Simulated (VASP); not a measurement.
The system is GaGe3.

```
Ge Ga
1.0
     4.22064    0.00000    0.00000
     0.00000    4.22064    0.00000
     0.00000    0.00000    4.22064
Ge Ga
3 1
Direct
  0.50000 0.50000 0.00000
  0.50000 0.00000 0.50000
  0.00000 0.50000 0.50000
  0.00000 0.00000 0.00000
```

Base run:

| Item | Value |
| --- | --- |
| Program | VASP 6.6.1 |
| Functional | PBE |
| Potentials or basis | VASP PAW PBE potentials, release 64 (Ge_d, Ga_d) |
| Cutoff | 520 eV |
| k mesh | 6 × 6 × 6 |
| Occupations | fermi-dirac, width 0.05 eV |
| Spin | no spin polarisation |

Its results: pressure 2.4 GPa.

Question: The run is repeated on the same cell with these changes: functional from PBE to LDA; potentials or basis from VASP PAW PBE potentials, release 64 (Ge_d, Ga_d) to VASP PAW LDA potentials, release 64 (Ge_d, Ga_d). What comes out?

Answer: Pressure -2.7 GPa.
